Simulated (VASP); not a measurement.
# PbF2 (Fluorocronite) (Fm-3m) in VASP: notebook, part 2 of 2

VASP 6.6.1.

## (3) Relaxation of cell and atoms, PBE, target pressure 40 GPa, at which the enthalpy is minimised

Contents of INCAR:

```
SYSTEM = PbF2
PREC = Accurate
ENCUT = 600
EDIFF = 1E-6
ISMEAR = 0
SIGMA = 0.01
LREAL = .FALSE.
LASPH = .TRUE.
NELM = 60
ALGO = Normal
ISIF = 3
LWAVE = .FALSE.
LCHARG = .FALSE.
GGA = PE
IBRION = 2
NSW = 80
EDIFFG = -0.03
PSTRESS = 400.0
```

Contents of KPOINTS:

```
regular mesh
0
G
  6 6 6
  0 0 0
```

Contents of POSCAR:

```
PbF2
1.0
    0.0000000000      2.9636600000      2.9636600000
    2.9636600000      0.0000000000      2.9636600000
    2.9636600000      2.9636600000      0.0000000000
Pb F
1 2
Direct
    0.0000000000      0.0000000000      0.0000000000
    0.2500000000      0.2500000000      0.2500000000
    0.7500000000      0.7500000000      0.7500000000
```

Potentials or basis: VASP PAW PBE potentials, release 64 (Pb_d, F).

Run with:

```sh
> cat potpaw_PBE.64/Pb_d/POTCAR potpaw_PBE.64/F/POTCAR > POTCAR
> mpirun -np 1 vasp_std > vasp.out
```

OUTCAR:

```text
SYSTEM = PbF2
   PREC = Accurate
   ENCUT = 600
   EDIFF = 1E-6
   ISMEAR = 0
   LREAL = .FALSE.
   LASPH = .TRUE.
   NELM = 60
   ISIF = 3
   GGA = PE
   IBRION = 2
   NSW = 80
   EDIFFG = -0.03
   PSTRESS = 400.0

 ion  position               nearest neighbor table
   1  0.000  0.000  0.000-   3 2.57   3 2.57   3 2.57   2 2.57   2 2.57   2 2.57   3 2.57   2 2.57

   2  0.250  0.250  0.250-   1 2.57   1 2.57   1 2.57   1 2.57
   3  0.750  0.750  0.750-   1 2.57   1 2.57   1 2.57   1 2.57

  LATTYP: Found a face centered cubic cell.
 ALAT       =     5.9273200000

  Lattice vectors:

 A1 = (   0.0000000000,   2.9636600000,   2.9636600000)
 A2 = (   2.9636600000,   0.0000000000,   2.9636600000)
 A3 = (   2.9636600000,   2.9636600000,   0.0000000000)

Analysis of symmetry for initial positions (statically):
=====================================================================
 Subroutine PRICEL returns:
 Original cell was already a primitive cell.

 Routine SETGRP: Setting up the symmetry group for a
 face centered cubic supercell.

 Subroutine GETGRP returns: Found 48 space group operations
 (whereof 48 operations were pure point group operations)
 out of a pool of 48 trial point group operations.

The static configuration has the point symmetry O_h .

Analysis of symmetry for dynamics (positions and initial velocities):
=====================================================================
 Subroutine PRICEL returns:
 Original cell was already a primitive cell.

 Routine SETGRP: Setting up the symmetry group for a
 face centered cubic supercell.

 Subroutine GETGRP returns: Found 48 space group operations
 (whereof 48 operations were pure point group operations)
 out of a pool of 48 trial point group operations.

The dynamic configuration has the point symmetry O_h .

 Subroutine INISYM returns: Found 48 space group operations
 (whereof 48 operations are pure point group operations),
 and found     1 'primitive' translations

----------------------------------------------------------------------------------------

                                     Primitive cell

  volume of cell :      52.0613

  direct lattice vectors                    reciprocal lattice vectors
     0.000000000  2.963660000  2.963660000    -0.168710311  0.168710311  0.168710311
     2.963660000  0.000000000  2.963660000     0.168710311 -0.168710311  0.168710311
     2.963660000  2.963660000  0.000000000     0.168710311  0.168710311 -0.168710311

  length of vectors
     4.191248166  4.191248166  4.191248166     0.292214830  0.292214830  0.292214830

  position of ions in fractional coordinates (direct lattice)
     0.000000000  0.000000000  0.000000000
     0.250000000  0.250000000  0.250000000
     0.750000000  0.750000000  0.750000000

  ion indices of the primitive-cell ions
   primitive index   ion index
                 1           1
                 2           2
                 3           3

----------------------------------------------------------------------------------------

 KPOINTS: regular mesh

Automatic generation of k-mesh.
 Grid dimensions read from file:
 generate k-points for:    6    6    6

 Generating k-lattice:

  Cartesian coordinates                     Fractional coordinates (reciprocal lattice)
    -0.028118385  0.028118385  0.028118385     0.166666667  0.000000000  0.000000000
     0.028118385 -0.028118385  0.028118385     0.000000000  0.166666667  0.000000000
     0.028118385  0.028118385 -0.028118385     0.000000000  0.000000000  0.166666667

  Length of vectors
     0.048702472  0.048702472  0.048702472

  Shift w.r.t. Gamma in fractional coordinates (k-lattice)
     0.000000000  0.000000000  0.000000000

 Subroutine IBZKPT returns following result:
 ===========================================

 Found     16 irreducible k-points:

 Following reciprocal coordinates:
            Coordinates               Weight
  0.000000  0.000000  0.000000      1.000000
  0.166667  0.000000  0.000000      8.000000
  0.333333  0.000000  0.000000      8.000000
  0.500000  0.000000  0.000000      4.000000
  0.166667  0.166667  0.000000      6.000000
  0.333333  0.166667  0.000000     24.000000
[... 8 lines left out ...]
 -0.333333  0.333333  0.166667     24.000000
 -0.333333  0.500000  0.166667     12.000000
   k-points           NKPTS =     16   k-points in BZ     NKDIM =     16   number of bands    NBANDS=     18
   number of dos      NEDOS =    301   number of ions     NIONS =      3
   total plane-waves  NPLWV =  46656
   dimension x,y,z NGX =    36 NGY =   36 NGZ =   36
   dimension x,y,z NGXF=    72 NGYF=   72 NGZF=   72
   ions per type =               1   2
   NGX,Y,Z   is equivalent  to a cutoff of  14.28, 14.28, 14.28 a.u.
   NGXF,Y,Z  is equivalent  to a cutoff of  28.56, 28.56, 28.56 a.u.
 SYSTEM =  PbF2
   PREC   = accura    normal or accurate (medium, high low for compatibility)
   ISTART =      0    job   : 0-new  1-cont  2-samecut
   ICHARG =      2    charge: 1-file 2-atom 10-const
   ISPIN  =      1    spin polarized calculation?
   LNONCOLLINEAR =      F non collinear calculations
   LSORBIT =      F    spin-orbit coupling
   LASPH  =      T    aspherical Exc in radial PAW
   ENCUT  =  600.0 eV  44.10 Ry    6.64 a.u.   8.37  8.37  8.37*2*pi/ulx,y,z
   NELM   =     60;   NELMIN=  2; NELMDL= -5     # of ELM steps
   EDIFF  = 0.1E-05   stopping-criterion for ELM
   LREAL  =      F    real-space projection
   EDIFFG = -.3E-01   stopping-criterion for IOM
   NSW    =     80    number of steps for IOM
   IBRION =      2    ionic relax: 0-MD 1-quasi-New 2-CG
   NFREE  =      1    steps in history (QN), initial steepest desc. (CG)
   ISIF   =      3    stress and relaxation
   ISYM   =      2    0-nonsym 1-usesym 2-fastsym
   POTIM  = 0.5000    time-step for ionic-motion
   TEBEG  =    0.0;   TEEND  =   0.0 temperature during run
   PSTRESS=  400.0 pullay stress
   NELECT =      28.0000    total number of electrons
   NUPDOWN=      -1.0000    fix difference up-down
   EMIN   =  10.00;   EMAX   =-10.00  energy-range for DOS
   EFERMI =   0.00;   METHOD = LEGACY
   ISMEAR =     0;   SIGMA  =   0.01  broadening in eV -4-tet -1-fermi 0-gaus
   EFERMI_NEDOS =   21; number of points for ismear=-14 and -15
   IALGO  =     38    algorithm
   IMIX   =      4    mixing-type and parameters
     AMIX     =   0.40;   BMIX     =  1.00
     AMIX_MAG =   1.60;   BMIX_MAG =  1.00
  volume/ion in A,a.u.               =      17.35       117.11
  Fermi-wavevector in a.u.,A,eV,Ry     =   1.331340  2.515869 24.115883  1.772467
  Thomas-Fermi vector in A             =   2.460359
   LORBIT       =      0    0 simple, 1 ext, 2 COOP (PROOUT), +10 PAW based schemes
   GGA     = PE    functional components
   LHFCALC =     F    Hartree Fock is set to
   AEXX    =    0.0000 exact exchange contribution
   IVDW    =     0    specifies the selected vdW correction
   LEPSILON=     F    determine dielectric tensor
   LRPA    =     F    only Hartree local field effects (RPA)
 conjugate gradient relaxation of ions
 non-spin polarized calculation
 Gauss-broadening in eV      SIGMA  =   0.01
  energy-cutoff  :      600.00
  volume of cell :       52.06
 maximum number of plane-waves:      1807
 NGX is ok and might be reduce to    36
   NGX = 17   NGY = 17   NGZ = 17

--------------------------------------- Ionic step        1  -------------------------------------------

 number of electron      28.0000008 magnetization

 Free energy of the ion-electron system (eV)
  ---------------------------------------------------
  ext. energy  EPLUGINS =         0.00000000
  ---------------------------------------------------
  free energy    TOTEN  =       -14.33742032 eV

  energy without entropy =      -14.33742032  energy(sigma->0) =      -14.33742032

 E-fermi :   1.9140     XC(G=0):  -9.4061

 val. band max:        1.8655209551   @ k =  -0.3333   0.3333   0.1667
 cond. band min:       6.3047838257   @ k =   0.5000   0.5000   0.0000
 fundamental gap:      4.4392628706
 Fermi energy:         1.9139966802

 k-point     1 :       0.0000    0.0000    0.0000
  band No.  band energies     occupation
      1     -19.2098      2.00000
      2     -18.5906      2.00000
      3     -12.5490      2.00000
      4     -12.5490      2.00000
      5     -12.5490      2.00000
      6     -12.4925      2.00000
[... 821 lines left out ...]
  enthalpy is  TOTEN    =        -3.0443722738 eV   P V=       10.1169004522

--------------------------------------- Ionic step        5  -------------------------------------------

 number of electron      28.0000002 magnetization

 Free energy of the ion-electron system (eV)
  ---------------------------------------------------
  ext. energy  EPLUGINS =         0.00000000
  ---------------------------------------------------
  free energy    TOTEN  =       -13.06186057 eV

  energy without entropy =      -13.06186057  energy(sigma->0) =      -13.06186057

 E-fermi :   5.8515     XC(G=0): -10.7841

 val. band max:        5.7418266571   @ k =  -0.3333   0.5000   0.1667
 cond. band min:       9.9979642790   @ k =   0.5000   0.5000   0.0000
 fundamental gap:      4.2561376218
 Fermi energy:         5.8514717569

 k-point     1 :       0.0000    0.0000    0.0000
  band No.  band energies     occupation
      1     -18.0325      2.00000
      2     -16.7752      2.00000
      3      -9.4951      2.00000
      4      -9.4951      2.00000
      5      -9.4951      2.00000
      6      -9.2223      2.00000
[... 355 lines left out ...]
  FREE ENERGIE OF THE ION-ELECTRON SYSTEM (eV)
  ---------------------------------------------------
  free  energy   TOTEN  =       -13.0618605663 eV

  energy  without entropy=      -13.0618605663  energy(sigma->0) =      -13.06186057

  enthalpy is  TOTEN    =        -3.0473647593 eV   P V=       10.0144958070

 reached required accuracy - stopping structural energy minimisation
```

OSZICAR:

```text
N       E                     dE             d eps       ncg     rms          rms(c)
DAV:   1     0.325463917621E+03    0.32546E+03   -0.16328E+04   576   0.199E+03
DAV:   2     0.106240187386E+02   -0.31484E+03   -0.30412E+03   668   0.485E+02
DAV:   3    -0.155154183942E+02   -0.26139E+02   -0.25925E+02   664   0.156E+02
[... 52 lines left out ...]
DAV:   4    -0.130618457192E+02    0.24088E-03   -0.15078E-03   670   0.711E-01    0.346E-02
DAV:   5    -0.130618693262E+02   -0.23607E-04   -0.20089E-04   632   0.204E-01    0.180E-02
DAV:   6    -0.130618617399E+02    0.75863E-05   -0.35259E-05   734   0.101E-01    0.625E-03
DAV:   7    -0.130618605427E+02    0.11972E-05   -0.65428E-06   612   0.366E-02    0.104E-03
DAV:   8    -0.130618605663E+02   -0.23625E-07   -0.24309E-07   328   0.511E-03
   5 F= -.30473648E+01 E0= -.30473648E+01  d E =-.170759E+01
```

CONTCAR:

```text
PbF2
   1.00000000000000
    -0.0000000000000000    2.7169598968807369    2.7169598968807369
     2.7169598968807369    0.0000000000000000    2.7169598968807369
     2.7169598968807369    2.7169598968807369    0.0000000000000000
  Pb              F
     1     2
Direct
     0.0000000000000000    0.0000000000000000    0.0000000000000000
     0.2500000000000000    0.2500000000000000    0.2500000000000000
     0.7500000000000000    0.7500000000000000    0.7500000000000000

  0.00000000E+00  0.00000000E+00  0.00000000E+00
  0.00000000E+00  0.00000000E+00  0.00000000E+00
  0.00000000E+00  0.00000000E+00  0.00000000E+00
```

It took 58 s on 1 thread of AMD EPYC 9R45 (Zen 5), shared host; peak memory 0.19 GiB.

What came out:

| Property | Result |
| --- | --- |
| Free energy | -13.0619 eV |
| Relaxed volume | 13.37 Å³/atom |
| Relaxed cell | a = 3.842 Å, b = 3.842 Å, c = 3.842 Å, α = 60.00°, β = 60.00°, γ = 60.00° |
| Space group after relaxing (to 0.05 Å) | Fm-3m (No. 225) |
| Energy change on relaxing (the enthalpy is what falls) | +425.2 meV/atom |
| Ionic steps | 5 |
| Pressure after relaxing | 40.0 GPa |
| Band gap on the k mesh | 4.26 eV, indirect (least direct gap 4.40 eV) |

Step by step:
| step | energy change (eV) | largest force (eV/Å) | pressure (GPa) | volume (Å³) |
| --- | --- | --- | --- | --- |
| 1 | 0.0000 | 0.0000 | 2.44 | 52.06 |
| 2 | 10.3469 | 0.0000 | 236.95 | 27.03 |
| 3 | 1.0070 | 0.0000 | 33.65 | 41.28 |
| 4 | 1.1761 | 0.0000 | 37.69 | 40.52 |
| 5 | 1.2756 | 0.0000 | 40.01 | 40.11 |

Final structure:
```yaml
crystal:
  lattice:
    - [0.00000, 2.71696, 2.71696]
    - [2.71696, 0.00000, 2.71696]
    - [2.71696, 2.71696, 0.00000]
  atoms:
    - { symbol: Pb, position: [0.00000, 0.00000, 0.00000] }
    - { symbol: F, position: [0.25000, 0.25000, 0.25000] }
    - { symbol: F, position: [0.75000, 0.75000, 0.75000] }
```

Caveat: the cell is relaxed towards a set pressure, so the enthalpy falls and the energy may rise; the volume moved by over 15 % at a fixed basis, so the end points are rough; spin-orbit coupling is left out, which moves the levels of the heavy elements. A k mesh can miss the band edges.
